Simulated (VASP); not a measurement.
# Pb (Fm-3m) in VASP: density of states with LDA

Aim: the density of states of Pb with LDA.

All numbers are computed with VASP 6.6.1; they aren't measurements. Logs are shortened: lines on timing, memory, paths and dates and some standing lists are left out, and cuts for length are marked.

### Step 1. The cell of the first run

Symmetry: Fm-3m, No. 225, cubic system. The conventional cell has a = 4.879 Å, b = 4.879 Å, c = 4.879 Å, α = 90.00°, β = 90.00°, γ = 90.00°. Within 4.5 Å of Pb (site symmetry m-3m) lie 12 Pb at 3.45 Å.

### Step 2. Density of states, LDA

Input file POSCAR:

```
Pb
1.0
    0.0000000000      2.4397252392      2.4397252392
    2.4397252392      0.0000000000      2.4397252392
    2.4397252392      2.4397252392      0.0000000000
Pb
1
Direct
    0.0000000000      0.0000000000      0.0000000000
```

Input file INCAR.step1:

```
SYSTEM = Pb
PREC = Accurate
ENCUT = 520
EDIFF = 1E-7
ISMEAR = 0
SIGMA = 0.05
LREAL = .False.
LASPH = .True.
NELM = 80
ALGO = Normal
ISIF = 2
LWAVE = .False.
LCHARG = .True.
GGA = CA
NBANDS = 13
```

Input file KPOINTS.step1:

```
Automatic mesh
0
Gamma
  14 14 14
  0 0 0
```

Input file INCAR.step2:

```
SYSTEM = Pb
PREC = Accurate
ENCUT = 520
EDIFF = 1E-7
ISMEAR = -5
SIGMA = 0.05
LREAL = .False.
LASPH = .True.
NELM = 80
ALGO = Normal
ISIF = 2
LWAVE = .False.
LCHARG = .False.
GGA = CA
LORBIT = 11
NBANDS = 13
NEDOS = 1001
ICHARG = 11
```

Input file KPOINTS.step2:

```
Automatic mesh
0
Gamma
  21 21 21
  0 0 0
```

Potentials or basis: VASP PAW LDA potentials, release 64 (Pb_d).

The run is started by

```console
$ cat potpaw_LDA.64/Pb_d/POTCAR > POTCAR
$ cp INCAR.step1 INCAR
$ cp KPOINTS.step1 KPOINTS
$ mpirun -np 1 vasp_std > vasp.out
$ cp INCAR.step2 INCAR
$ cp KPOINTS.step2 KPOINTS
$ mpirun -np 1 vasp_std > vasp.out
```

OUTCAR:

```text
SYSTEM = Pb
   PREC = Accurate
   ENCUT = 520
   EDIFF = 1E-7
   ISMEAR = -5
   LREAL = .False.
   LASPH = .True.
   NELM = 80
   ISIF = 2
   GGA = CA
   LORBIT = 11
   ICHARG = 11

 ion  position               nearest neighbor table
   1  0.000  0.000  0.000-

  LATTYP: Found a face centered cubic cell.
 ALAT       =     4.8794504784

  Lattice vectors:

 A1 = (   0.0000000000,   2.4397252392,   2.4397252392)
 A2 = (   2.4397252392,   0.0000000000,   2.4397252392)
 A3 = (   2.4397252392,   2.4397252392,   0.0000000000)

Analysis of symmetry for initial positions (statically):
=====================================================================
 Subroutine PRICEL returns:
 Original cell was already a primitive cell.

 Routine SETGRP: Setting up the symmetry group for a
 face centered cubic supercell.

 Subroutine GETGRP returns: Found 48 space group operations
 (whereof 48 operations were pure point group operations)
 out of a pool of 48 trial point group operations.

The static configuration has the point symmetry O_h .

Analysis of symmetry for dynamics (positions and initial velocities):
=====================================================================
 Subroutine PRICEL returns:
 Original cell was already a primitive cell.

 Routine SETGRP: Setting up the symmetry group for a
 face centered cubic supercell.

 Subroutine GETGRP returns: Found 48 space group operations
 (whereof 48 operations were pure point group operations)
 out of a pool of 48 trial point group operations.

The dynamic configuration has the point symmetry O_h .

 Subroutine INISYM returns: Found 48 space group operations
 (whereof 48 operations are pure point group operations),
 and found     1 'primitive' translations

----------------------------------------------------------------------------------------

                                     Primitive cell

  volume of cell :      29.0438

  direct lattice vectors                    reciprocal lattice vectors
     0.000000000  2.439725239  2.439725239    -0.204941111  0.204941111  0.204941111
     2.439725239  0.000000000  2.439725239     0.204941111 -0.204941111  0.204941111
     2.439725239  2.439725239  0.000000000     0.204941111  0.204941111 -0.204941111

  length of vectors
     3.450292522  3.450292522  3.450292522     0.354968416  0.354968416  0.354968416

  position of ions in fractional coordinates (direct lattice)
     0.000000000  0.000000000  0.000000000

[... 83 lines left out ...]
   ISIF   =      2    stress and relaxation
   ISYM   =      2    0-nonsym 1-usesym 2-fastsym
   POTIM  = 0.5000    time-step for ionic-motion
   TEBEG  =    0.0;   TEEND  =   0.0 temperature during run
   PSTRESS=    0.0 pullay stress
   NELECT =      14.0000    total number of electrons
   NUPDOWN=      -1.0000    fix difference up-down
   EMIN   =  10.00;   EMAX   =-10.00  energy-range for DOS
   EFERMI =   0.00;   METHOD = LEGACY
   ISMEAR =    -5;   SIGMA  =   0.05  broadening in eV -4-tet -1-fermi 0-gaus
   EFERMI_NEDOS =   21; number of points for ismear=-14 and -15
   IALGO  =     38    algorithm
   IMIX   =      4    mixing-type and parameters
     AMIX     =   0.40;   BMIX     =  1.00
     AMIX_MAG =   1.60;   BMIX_MAG =  1.00
  volume/ion in A,a.u.               =      29.04       196.00
  Fermi-wavevector in a.u.,A,eV,Ry     =   1.283610  2.425672 22.417719  1.647656
  Thomas-Fermi vector in A             =   2.415853
   LORBIT       =     11    0 simple, 1 ext, 2 COOP (PROOUT), +10 PAW based schemes
   GGA     = CA    functional components
   LHFCALC =     F    Hartree Fock is set to
   AEXX    =    0.0000 exact exchange contribution
   IVDW    =     0    specifies the selected vdW correction
   LEPSILON=     F    determine dielectric tensor
   LRPA    =     F    only Hartree local field effects (RPA)
 non-spin polarized calculation
 Fermi weights with tetrahedron method with Bloechl corrections
  energy-cutoff  :      520.00
  volume of cell :       29.04
 maximum number of plane-waves:       801
 NGX is ok and might be reduce to    28

 number of electron      13.9999999 magnetization

 Free energy of the ion-electron system (eV)
  ---------------------------------------------------
  ext. energy  EPLUGINS =         0.00000000
  ---------------------------------------------------
  free energy    TOTEN  =        -4.25416885 eV

  energy without entropy =       -4.25416885  energy(sigma->0) =       -4.25416885

 E-fermi :   7.5539     XC(G=0): -10.6626

 val. band max:        7.5842467725   @ k =  -0.3810   0.3333   0.1429
 cond. band min:       7.5180853345   @ k =  -0.4762   0.3333   0.0000
 fundamental gap:     -0.0661614380
 Fermi energy:         7.5539351263

 k-point     1 :       0.0000    0.0000    0.0000
  band No.  band energies     occupation
      1      -9.5395      2.00000
      2      -9.5395      2.00000
      3      -9.5395      2.00000
      4      -9.3760      2.00000
      5      -9.3760      2.00000
      6      -4.5623      2.00000
      7      15.1969      0.00000
      8      15.1969      0.00000
      9      15.1969      0.00000
     10      17.3523      0.00000
     11      19.5255      0.00000
     12      20.3423      0.00000
     13      20.3423      0.00000
[... 354 lines left out ...]
  band No.  band energies     occupation
      1      -9.5696      2.00000
      2      -9.5186      2.00000
      3      -9.5142      2.00000
      4      -9.2597      2.00000
      5      -9.2431      2.00000
      6      -1.5077      2.00000
      7       4.4377      2.00000
      8      12.7436      0.00000
      9      13.5720      0.00000
     10      16.7545      0.00000
     11      17.8521      0.00000
     12      19.1387      0.00000
     13      19.9524      0.00000

 [... further k-points ...]
[... 5 lines left out ...]
  --------------------------------------------------------------------------------------
  -------------------------------------------------------------------------------------
  Total        0.0306542      0.0306542      0.0306542      0.0000000      0.0000000     -0.0000000
  in kB        1.6910143      1.6910143      1.6910143      0.0000000      0.0000000     -0.0000000
  external PRESSURE =       1.6910143 kB  Pullay stress =       0.0000000 kB

 VOLUME and BASIS-vectors are now :
 -----------------------------------------------------------------------------
  energy-cutoff  :      520.00
  volume of cell :       29.04
      direct lattice vectors                 reciprocal lattice vectors
     0.000000000  2.439725239  2.439725239    -0.204941111  0.204941111  0.204941111
     2.439725239  0.000000000  2.439725239     0.204941111 -0.204941111  0.204941111
     2.439725239  2.439725239  0.000000000     0.204941111  0.204941111 -0.204941111

 POSITION                                       TOTAL-FORCE (eV/Angst)
 -----------------------------------------------------------------------------------
      0.00000      0.00000      0.00000         0.000000      0.000000      0.000000
 -----------------------------------------------------------------------------------
    total drift:                               -0.000000      0.000000     -0.000000

  FREE ENERGIE OF THE ION-ELECTRON SYSTEM (eV)
  ---------------------------------------------------
  free  energy   TOTEN  =        -4.2541688515 eV

  energy  without entropy=       -4.2541688515  energy(sigma->0) =       -4.25416885

 total charge

# of ion       s       p       d       tot
------------------------------------------
    1        1.403   0.774   9.808  11.985
```

OSZICAR.step1:

```text
N       E                     dE             d eps       ncg     rms          rms(c)
DAV:   1     0.108274287147E+03    0.10827E+03   -0.72414E+03  2737   0.129E+03
DAV:   2     0.962158979295E+00   -0.10731E+03   -0.10373E+03  2829   0.318E+02
DAV:   3    -0.415156590152E+01   -0.51137E+01   -0.50712E+01  3350   0.741E+01
DAV:   4    -0.426835324693E+01   -0.11679E+00   -0.11675E+00  3338   0.117E+01
DAV:   5    -0.427350918023E+01   -0.51559E-02   -0.51558E-02  3740   0.236E+00    0.588E-01
DAV:   6    -0.426075562385E+01    0.12754E-01   -0.15623E-02  3470   0.225E+00    0.277E-01
DAV:   7    -0.425726793394E+01    0.34877E-02   -0.61461E-03  3499   0.130E+00    0.825E-02
DAV:   8    -0.425698456030E+01    0.28337E-03   -0.35962E-04  4036   0.324E-01    0.851E-03
DAV:   9    -0.425698340889E+01    0.11514E-05   -0.71045E-06  3734   0.469E-02    0.379E-03
DAV:  10    -0.425698355975E+01   -0.15085E-06   -0.25664E-07  3309   0.526E-03    0.112E-04
DAV:  11    -0.425698355875E+01    0.99294E-09   -0.66847E-09  2232   0.861E-04
   1 F= -.42569836E+01 E0= -.42567285E+01  d E =-.510044E-03
```

It took 4.2 min on 1 thread of AMD EPYC 7R13, shared host; peak memory 0.18 GiB.

What came out:

```yaml
Valence_electrons_inside_the_program's_atomic_spheres: Pb 11.98
```

Levels at points of the mesh, in eV from the Fermi level:
| k point | band 4 | band 5 | band 6 | band 7 | band 8 | band 9 | band 10 | band 11 |
| --- | --- | --- | --- | --- | --- | --- | --- | --- |
| (0.00, 0.00, 0.00) | -16.93 | -16.93 | -12.12 | 7.64 | 7.64 | 7.64 | 9.80 | 11.97 |

Caveat: spin-orbit coupling is left out, which moves the levels of the heavy elements; tetrahedron occupations give inexact forces and stress in metals.
